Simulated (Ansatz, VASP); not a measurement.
## One calculation of Mg2Sn, two programs

```
Mg Sn
1.0
     0.00000    3.36820    3.36820
     3.36820    0.00000    3.36820
     3.36820    3.36820    0.00000
Mg Sn
2 1
Direct
  0.25000 0.25000 0.25000
  0.75000 0.75000 0.75000
  0.00000 0.00000 0.00000
```

Change from the starting cell: volume scaled by 0.99, PAW files.

Alike in both runs: task electric field gradients; functional LDA; k mesh 11 × 11 × 11; occupations fermi-dirac, width 0.08 eV; no spin polarisation.

|  | VASP | Ansatz |
| --- | --- | --- |
| version | VASP 6.6.1 | Ansatz 0.2.0 |
| potentials or method | VASP PAW LDA potentials, release 64 (Mg, Sn_d) | PAW with Ansatz's default frozen-core files, scalar-relativistic |
| plane-wave cutoff (eV) | 520 | 420 |
| valence electrons in the cell | 18 | 34 |

```csv
,VASP,Ansatz,Ansatz less VASP
pressure (GPa),-1.7,-1.4,+0.28
```

LDA's correlation is that of Perdew and Zunger in VASP and of Perdew and Wang (1992) in Ansatz. VASP's potentials hold 18 valence electrons a cell and Ansatz's 34, so a difference there can come from the potentials and not from the codes.
